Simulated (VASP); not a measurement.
# Ti2SnTe3 (P-4m2) in VASP: a series of runs

Ti2SnTe3 is run at these levels: PBE; tasks: single point, relaxation of cell and atoms.

All numbers are computed with VASP 6.6.1; they aren't measurements. Logs are shortened: lines on timing, memory, paths and dates and some standing lists are left out, and cuts for length are marked.

## (1) The cell of the first run

It takes space group P-4m2 (No. 115, tetragonal). Conventional cell: a = 4.196 Å, b = 4.196 Å, c = 8.094 Å, α = 90.00°, β = 90.00°, γ = 90.00°. Within 3.9 Å of Ti (site symmetry 2mm) lie 7 Te at 2.94 to 3.11 Å and 2 Sn at 2.98 Å. Within 3.9 Å of Sn (site symmetry -4m2) lie 8 Te at 2.97 to 3.70 Å and 4 Ti at 2.98 Å. Within 3.9 Å of Te (site symmetry 2mm) lie 5 Ti at 2.94 to 3.11 Å and 6 Te at 3.58 to 3.70 Å and 2 Sn at 3.70 Å. Within 3.9 Å of Te (site symmetry -4m2) lie 4 Sn at 2.97 Å and 4 Ti at 2.98 Å and 4 Te at 3.70 Å.

The cell was built from a structure type or drawn by symmetry, and may not be a known phase.

## (2) Single point, PBE

INCAR reads:

```
ALGO     = Normal         # electronic algorithm
EDIFF    = 1E-6           # SCF threshold, eV
ENCUT    = 520            # plane-wave cutoff, eV
GGA      = PE             # functional
ISIF     = 2              # what is computed and relaxed
ISMEAR   = 0              # smearing method
LASPH    = True           # aspherical terms in the spheres
LCHARG   = False          # write CHGCAR
LREAL    = False          # projectors in reciprocal space
LWAVE    = False          # write WAVECAR
NBANDS   = 37             # bands
NELM     = 80             # most SCF steps
PREC     = Accurate       # precision mode
SIGMA    = 0.1            # smearing width, eV
```

KPOINTS reads:

```
k-points
0
Gamma
  4 4 2
```

POSCAR reads:

```
Ti2SnTe3
1.0
    4.1962774389      0.0000000000      0.0000000000
    0.0000000000      4.1962774389      0.0000000000
    0.0000000000      0.0000000000      8.0939784170
Ti Sn Te
2 1 3
Direct
    0.5000000000      0.0000000000      0.7393772620
    0.0000000000      0.5000000000      0.2606227380
    0.5000000000      0.5000000000      0.0000000000
    0.5000000000      0.0000000000      0.3760523898
    0.0000000000      0.5000000000      0.6239476102
    0.0000000000      0.0000000000      0.0000000000
```

Potentials or basis: VASP PAW PBE potentials, release 64 (Ti_sv, Sn_d, Te).

Run with:

```sh
cat potpaw_PBE.64/Ti_sv/POTCAR potpaw_PBE.64/Sn_d/POTCAR potpaw_PBE.64/Te/POTCAR > POTCAR
mpirun -np 1 vasp_std > vasp.out
```

OUTCAR:

```text
EDIFF = 1E-6
   ENCUT = 520
   GGA = PE
   ISIF = 2
   ISMEAR = 0
   LASPH = True
   LREAL = False
   NELM = 80
   PREC = Accurate

 ion  position               nearest neighbor table
   1  0.500  0.000  0.739-   4 2.94   3 2.98   6 2.98   3 2.98   6 2.98   5 3.11   5 3.11   5 3.11
                             5 3.11
   2  0.000  0.500  0.261-   5 2.94   3 2.98   6 2.98   6 2.98   3 2.98   4 3.11   4 3.11   4 3.11
                             4 3.11
   3  0.500  0.500  0.000-   6 2.97   6 2.97   6 2.97   6 2.97   2 2.98   2 2.98   1 2.98   1 2.98
                             5 3.70   5 3.70   4 3.70   4 3.70
   4  0.500  0.000  0.376-   1 2.94   2 3.11   2 3.11   2 3.11   2 3.11   5 3.58   5 3.58   5 3.58
                             5 3.58   3 3.70   3 3.70
   5  0.000  0.500  0.624-   2 2.94   1 3.11   1 3.11   1 3.11   1 3.11   4 3.58   4 3.58   4 3.58
                             4 3.58   3 3.70   3 3.70
   6  0.000  0.000  0.000-   3 2.97   3 2.97   3 2.97   3 2.97   2 2.98   1 2.98   1 2.98   2 2.98

  LATTYP: Found a simple tetragonal cell.
 ALAT       =     4.1962774389
 C/A-ratio  =     1.9288473021

  Lattice vectors:

 A1 = (   4.1962774389,   0.0000000000,   0.0000000000)
 A2 = (   0.0000000000,   4.1962774389,   0.0000000000)
 A3 = (   0.0000000000,   0.0000000000,   8.0939784170)

Analysis of symmetry for initial positions (statically):
=====================================================================
 Subroutine PRICEL returns:
 Original cell was already a primitive cell.

 Routine SETGRP: Setting up the symmetry group for a
 simple tetragonal supercell.

 Subroutine GETGRP returns: Found  8 space group operations
 (whereof  8 operations were pure point group operations)
 out of a pool of 16 trial point group operations.

The static configuration has the point symmetry D_2d.

Analysis of symmetry for dynamics (positions and initial velocities):
=====================================================================
 Subroutine PRICEL returns:
 Original cell was already a primitive cell.

 Routine SETGRP: Setting up the symmetry group for a
 simple tetragonal supercell.

 Subroutine GETGRP returns: Found  8 space group operations
 (whereof  8 operations were pure point group operations)
 out of a pool of 16 trial point group operations.

The dynamic configuration has the point symmetry D_2d.

 Subroutine INISYM returns: Found  8 space group operations
 (whereof  8 operations are pure point group operations),
 and found     1 'primitive' translations

----------------------------------------------------------------------------------------

                                     Primitive cell

  volume of cell :     142.5248

  direct lattice vectors                    reciprocal lattice vectors
     4.196277439  0.000000000  0.000000000     0.238306455  0.000000000  0.000000000
     0.000000000  4.196277439  0.000000000     0.000000000  0.238306455  0.000000000
     0.000000000  0.000000000  8.093978417     0.000000000  0.000000000  0.123548637

  length of vectors
     4.196277439  4.196277439  8.093978417     0.238306455  0.238306455  0.123548637

  position of ions in fractional coordinates (direct lattice)
     0.500000000  0.000000000  0.739377262
     0.000000000  0.500000000  0.260622738
     0.500000000  0.500000000  0.000000000
     0.500000000  0.000000000  0.376052390
     0.000000000  0.500000000  0.623947610
     0.000000000  0.000000000  0.000000000

  ion indices of the primitive-cell ions
   primitive index   ion index
                 1           1
                 2           2
                 3           3
                 4           4
                 5           5
                 6           6

----------------------------------------------------------------------------------------

 KPOINTS: k-points

Automatic generation of k-mesh.
 Grid dimensions read from file:
 generate k-points for:    4    4    2

 Generating k-lattice:

  Cartesian coordinates                     Fractional coordinates (reciprocal lattice)
[... 53 lines left out ...]
  band No.  band energies     occupation
      1     -48.7948      2.00000
      2     -48.7947      2.00000
      3     -25.1554      2.00000
      4     -25.1554      2.00000
      5     -25.0346      2.00000
      6     -25.0346      2.00000
[... 29 lines left out ...]
     36      10.5637      0.00000
     37      11.1104      0.00000

 k-point     2 :       0.2500    0.0000    0.0000
  band No.  band energies     occupation
      1     -48.7947      2.00000
      2     -48.7946      2.00000
      3     -25.1595      2.00000
      4     -25.1550      2.00000
      5     -25.0384      2.00000
      6     -25.0342      2.00000
[... 29 lines left out ...]
     36      10.8933      0.00000
     37      11.2562      0.00000

 k-point     3 :       0.5000    0.0000    0.0000
  band No.  band energies     occupation
      1     -48.7945      2.00000
      2     -48.7945      2.00000
      3     -25.1636      2.00000
      4     -25.1546      2.00000
      5     -25.0421      2.00000
      6     -25.0337      2.00000
[... 29 lines left out ...]
     36      10.7027      0.00000
     37      10.8586      0.00000

 k-point     4 :       0.2500    0.2500    0.0000
  band No.  band energies     occupation
      1     -48.7945      2.00000
      2     -48.7945      2.00000
      3     -25.1593      2.00000
      4     -25.1587      2.00000
      5     -25.0381      2.00000
      6     -25.0376      2.00000
[... 29 lines left out ...]
     36      10.8789      0.00000
     37      11.3700      0.00000
[... 203 lines left out ...]
      1     -48.7945      2.00000
      2     -48.7945      2.00000
      3     -25.1591      2.00000
      4     -25.1590      2.00000
      5     -25.0379      2.00000
      6     -25.0379      2.00000
[... 29 lines left out ...]
     36      10.9530      0.00000
     37      11.4879      0.00000

 k-point    11 :       0.5000    0.2500    0.5000
  band No.  band energies     occupation
      1     -48.7944      2.00000
      2     -48.7943      2.00000
      3     -25.1630      2.00000
      4     -25.1586      2.00000
      5     -25.0415      2.00000
      6     -25.0374      2.00000
[... 29 lines left out ...]
     36      10.9489      0.00000
     37      11.2549      0.00000

 k-point    12 :       0.5000    0.5000    0.5000
  band No.  band energies     occupation
      1     -48.7942      2.00000
      2     -48.7942      2.00000
      3     -25.1626      2.00000
      4     -25.1624      2.00000
      5     -25.0410      2.00000
      6     -25.0410      2.00000
[... 29 lines left out ...]
     36      10.8601      0.00000
     37      10.8602      0.00000

------------------------ aborting loop because EDIFF is reached ----------------------------------------

  FORCE on cell =-STRESS in cart. coord.  units (eV):
  Direction    XX          YY          ZZ          XY          YZ          ZX
  --------------------------------------------------------------------------------------
  -------------------------------------------------------------------------------------
  Total        0.0437796      0.0437796      0.0940707      0.0000000      0.0000000      0.0000000
  in kB        0.4921440      0.4921440      1.0574856      0.0000000      0.0000000      0.0000000
  external PRESSURE =       0.6805912 kB  Pullay stress =       0.0000000 kB

 VOLUME and BASIS-vectors are now :
 -----------------------------------------------------------------------------
  energy-cutoff  :      520.00
  volume of cell :      142.52
      direct lattice vectors                 reciprocal lattice vectors
     4.196277439  0.000000000  0.000000000     0.238306455  0.000000000  0.000000000
     0.000000000  4.196277439  0.000000000     0.000000000  0.238306455  0.000000000
     0.000000000  0.000000000  8.093978417     0.000000000  0.000000000  0.123548637

 POSITION                                       TOTAL-FORCE (eV/Angst)
 -----------------------------------------------------------------------------------
      2.09814      0.00000      5.98450         0.000000      0.000000      0.002642
      0.00000      2.09814      2.10947         0.000000      0.000000     -0.002642
      2.09814      2.09814      0.00000         0.000000     -0.000000      0.000000
      2.09814      0.00000      3.04376         0.000000      0.000000      0.002240
      0.00000      2.09814      5.05022         0.000000      0.000000     -0.002240
      0.00000      0.00000      0.00000         0.000000      0.000000      0.000000
 -----------------------------------------------------------------------------------
    total drift:                                0.000000     -0.000000     -0.000000

  FREE ENERGIE OF THE ION-ELECTRON SYSTEM (eV)
  ---------------------------------------------------
  free  energy   TOTEN  =       -30.8356918640 eV

  energy  without entropy=      -30.8141650395  energy(sigma->0) =      -30.82492845
```

Run time: 37 s. Hardware: 1 thread of AMD EPYC 9R45 (Zen 5), shared host; peak memory 0.23 GiB.

What came out:

```
Free energy            : -30.8357 eV
Pressure               : 0.1 GPa
Band gap on the k mesh : zero (bands 28 and 29 overlap by 1.08 eV)
```

Forces on the atoms (eV/Å):
```
Ti   0.000  0.000  0.003
Ti   0.000  0.000 -0.003
Sn   0.000  0.000  0.000
Te   0.000  0.000  0.002
Te   0.000  0.000 -0.002
Te   0.000  0.000  0.000
```

Caveat: the k points lie up to 0.39 Å⁻¹ apart, too coarse for converged energies and pressures of a metal; spin-orbit coupling is left out, which moves the levels of the heavy elements.

## (3) Single point, PBE

This run uses another cell than the first one, of 26.37 Å³/atom.

INCAR reads:

```
PREC = Accurate ; ENCUT = 520
EDIFF = 1E-6 ; ISMEAR = 0
SIGMA = 0.1 ; LREAL = False
LASPH = True ; NELM = 100
ALGO = Normal ; ISIF = 2
LWAVE = False ; LCHARG = False
GGA = PE ; NBANDS = 37
```

KPOINTS reads:

```
Automatic mesh
0
Gamma
  4 4 2
```

POSCAR reads:

```
Ti2SnTe3
1.0
    4.1545182900      0.0000000000      0.0000000000
    0.0000000000      4.1545182900      0.0000000000
    0.0000000000      0.0000000000      9.1652633900
Ti Sn Te
2 1 3
Direct
    0.5000000000      0.0000000000      0.7391930200
    0.0000000000      0.5000000000      0.2608069800
    0.5000000000      0.5000000000      0.0000000000
    0.5000000000      0.0000000000      0.3837740100
    0.0000000000      0.5000000000      0.6162259900
    0.0000000000      0.0000000000      0.0000000000
```

Potentials or basis: VASP PAW PBE potentials, release 64 (Ti_sv, Sn_d, Te).

Run with:

```sh
cat potpaw_PBE.64/Ti_sv/POTCAR potpaw_PBE.64/Sn_d/POTCAR potpaw_PBE.64/Te/POTCAR > POTCAR
mpirun -np 1 vasp_std > vasp.out
```

It took 44 s on 1 thread of AMD EPYC 9R45 (Zen 5), shared host; peak memory 0.25 GiB.

The run converged. Its results:

```
Free energy            : -30.1428 eV
Pressure               : -5.3 GPa
Largest force          : 0.452 eV/Å
Band gap on the k mesh : zero (bands 28 and 29 overlap by 0.90 eV)
```

Forces in eV/Å, atoms in the order of the input:
```
Ti   0.000  0.000  0.084
Ti   0.000  0.000 -0.084
Sn   0.000  0.000  0.000
Te   0.000  0.000 -0.452
Te   0.000  0.000  0.452
Te   0.000  0.000  0.000
```

Stress tensor (GPa, compression positive):
```
-3.02  0.00  0.00
 0.00 -3.02  0.00
 0.00  0.00 -9.79
```

Levels at points of the mesh, in eV from the Fermi level:
```tsv
k point	band 26	band 27	band 28	band 29	band 30	band 31
(0.00, 0.00, 0.00)	-0.88	-0.88	-0.51	-0.31	0.10	0.13
(0.50, 0.00, 0.00)	-1.56	-0.79	-0.65	-0.39	0.29	0.44
(0.50, 0.50, 0.00)	-2.36	-1.58	0.51	0.51	0.58	0.63
(0.00, 0.00, 0.50)	-0.86	-0.86	-0.36	-0.02	0.11	0.13
(0.50, 0.00, 0.50)	-1.37	-0.62	-0.06	-0.03	0.22	0.47
(0.50, 0.50, 0.50)	-2.59	-1.83	0.21	0.21	0.53	0.55
```

Caveat: the k points lie up to 0.38 Å⁻¹ apart, too coarse for converged energies and pressures of a metal; spin-orbit coupling is left out, which moves the levels of the heavy elements.

## (4) Relaxation of cell and atoms, PBE

This run uses another cell than the first one, of 26.37 Å³/atom.

INCAR reads:

```
ALGO = Normal
EDIFF = 1E-7
EDIFFG = -0.04
ENCUT = 600
GGA = PE
IBRION = 2
ISIF = 3
ISMEAR = 0
LASPH = True
LCHARG = False
LREAL = False
LWAVE = False
NELM = 80
NSW = 90
PREC = Accurate
SIGMA = 0.1
```

KPOINTS reads:

```
k-points
0
Gamma
  4 4 2
```

POSCAR is that of step 3.

Run with:

```sh
cat potpaw_PBE.64/Ti_sv/POTCAR potpaw_PBE.64/Sn_d/POTCAR potpaw_PBE.64/Te/POTCAR > POTCAR
mpirun -np 1 vasp_std > vasp.out
```

Run time: 6 min. Hardware: 1 thread of AMD EPYC 9R45 (Zen 5), shared host; peak memory 0.34 GiB.

It converged, with:

- Free energy: -30.8381 eV
- Relaxed volume: 23.78 Å³/atom
- Relaxed cell: a = 4.197 Å, b = 4.197 Å, c = 8.100 Å, α = 90.00°, β = 90.00°, γ = 90.00°
- Space group after relaxing (to 0.1 Å): P-4m2 (No. 115)
- Energy gained by relaxing: 115.8 meV/atom
- Ionic steps: 9
- Pressure after relaxing: 0.0 GPa
- Largest force after relaxing: 0.006 eV/Å
- Band gap on the k mesh: zero (bands 28 and 29 overlap by 1.08 eV)

Forces in eV/Å, atoms in the order of the input:
```
Ti   0.000  0.000 -0.006
Ti   0.000  0.000  0.006
Sn   0.000  0.000  0.000
Te   0.000  0.000  0.000
Te   0.000  0.000  0.000
Te   0.000  0.000  0.000
```

Step by step:
```tsv
step	energy change (eV)	largest force (eV/Å)	pressure (GPa)	volume (Å³)
1	0.0000	0.4517	-5.27	158.19
2	-0.5020	0.2942	2.14	139.01
3	-0.5019	0.2949	2.01	139.23
4	-0.6721	0.1811	1.45	139.95
5	-0.6807	0.1612	1.42	140.08
6	-0.6889	0.0623	-0.88	144.52
7	-0.6936	0.0978	-0.05	142.81
8	-0.6944	0.0622	-0.03	142.76
9	-0.6949	0.0063	0.01	142.66
```

Final structure:
```
Ti Sn Te
1.0
     4.19676    0.00000    0.00000
     0.00000    4.19676    0.00000
     0.00000    0.00000    8.09976
Ti Sn Te
2 1 3
Direct
  0.50000 0.00000 0.73950
  0.00000 0.50000 0.26050
  0.50000 0.50000 0.00000
  0.50000 0.00000 0.37613
  0.00000 0.50000 0.62387
  0.00000 0.00000 0.00000
```

Levels at points of the mesh, in eV from the Fermi level:
```tsv
k point	band 24	band 25	band 26	band 27	band 28	band 29	band 30	band 31	band 32	band 33
(0.00, 0.00, 0.00)	-1.99	-0.84	-0.84	-0.61	-0.25	-0.10	-0.02	-0.02	0.05	0.14
(0.50, 0.00, 0.00)	-2.27	-2.20	-1.11	-1.08	-0.80	-0.58	0.43	0.74	0.76	0.85
(0.50, 0.50, 0.00)	-3.32	-3.25	-1.82	-1.15	0.50	0.50	0.69	0.69	1.05	1.08
(0.00, 0.00, 0.50)	-2.33	-1.68	-0.75	-0.75	0.06	0.08	0.11	0.16	0.16	0.37
(0.50, 0.00, 0.50)	-2.02	-1.81	-1.48	-0.74	-0.16	0.00	0.33	0.68	0.79	0.82
(0.50, 0.50, 0.50)	-2.75	-2.48	-2.29	-1.91	0.50	0.50	0.65	0.65	0.86	0.90
```

Caveat: the k points lie up to 0.39 Å⁻¹ apart in the final cell, too coarse for converged energies and pressures of a metal; spin-orbit coupling is left out, which moves the levels of the heavy elements.

## (5) Single point, PBE

INCAR reads:

```
SYSTEM = Ti2SnTe3
ALGO = Normal
EDIFF = 1E-7
ENCUT = 520
GGA = PE
ISIF = 2
ISMEAR = 0
LASPH = .TRUE.
LCHARG = .FALSE.
LREAL = .FALSE.
LWAVE = .FALSE.
NBANDS = 37
NELM = 80
PREC = Accurate
SIGMA = 0.1
```

KPOINTS reads:

```
k-points
0
G
  10 10 6
  0 0 0
```

POSCAR reads:

```
Ti2SnTe3
1.0
    4.1896658197      0.0000000000      0.0000000000
    0.0000000000      4.1896658197      0.0000000000
    0.0000000000      0.0000000000      8.1211591810
Ti Sn Te
2 1 3
Direct
    0.5000000000      0.0000000000      0.7384889737
    0.0000000000      0.5000000000      0.2615110263
    0.5000000000      0.5000000000      0.0000000000
    0.5000000000      0.0000000000      0.3758989921
    0.0000000000      0.5000000000      0.6241010079
    0.0000000000      0.0000000000      0.0000000000
```

Run with:

```sh
cat potpaw_PBE.64/Ti_sv/POTCAR potpaw_PBE.64/Sn_d/POTCAR potpaw_PBE.64/Te/POTCAR > POTCAR
mpirun -np 1 vasp_std > vasp.out
```

Run time: 4.7 min. Hardware: 1 thread of AMD EPYC 9R45 (Zen 5), shared host; peak memory 0.5 GiB.

Results (log left out):

```
Free energy            : -30.8425 eV
Pressure               : 0.0 GPa
Band gap on the k mesh : zero (bands 28 and 29 overlap by 1.09 eV)
```

Levels at points of the mesh, in eV from the Fermi level:
```csv
k point,band 26,band 27,band 28,band 29,band 30,band 31
"(0.00, 0.00, 0.00)",-0.95,-0.72,-0.37,-0.18,-0.10,-0.10
"(0.50, 0.00, 0.00)",-1.20,-1.15,-0.88,-0.66,0.34,0.66
"(0.50, 0.50, 0.00)",-1.94,-1.26,0.42,0.42,0.62,0.62
"(0.00, 0.00, 0.50)",-0.86,-0.86,-0.06,-0.01,0.02,0.08
"(0.50, 0.00, 0.50)",-1.56,-0.82,-0.24,-0.08,0.24,0.60
"(0.50, 0.50, 0.50)",-2.43,-2.01,0.43,0.43,0.57,0.57
```

Caveat: spin-orbit coupling is left out, which moves the levels of the heavy elements.

## (6) The runs side by side

| task | cell | k mesh | cutoff (eV) | gap on the mesh (eV) | pressure (GPa) | largest force (eV/Å) |
| --- | --- | --- | --- | --- | --- | --- |
| single point | a = 4.196, b = 4.196, c = 8.094 Å, 6 atoms, atomic positions A | 4 × 4 × 2 | 520 | none | 0.1 | - |
| single point | a = 4.155, b = 4.155, c = 9.165 Å, 6 atoms, atomic positions B | 4 × 4 × 2 | 520 | none | -5.3 | 0.45 |
| relaxation of cell and atoms | relaxed from a = 4.155, b = 4.155, c = 9.165 Å, 6 atoms, atomic positions B | 4 × 4 × 2 | 600 | none | 0.0 | 0.01 |
| single point | a = 4.190, b = 4.190, c = 8.121 Å, 6 atoms, atomic positions A | 10 × 10 × 6 | 520 | none | 0.0 | - |

Alike in all rows: level PBE; potentials or basis VASP PAW PBE potentials, release 64 (Ti_sv, Sn_d, Te); no spin polarisation; smearing gaussian 0.1 eV.

Caveats: some runs use coarse meshes; spin-orbit coupling is left out, which moves the levels of the heavy elements.

Absolute energies hang on the potentials; compare differences alone.
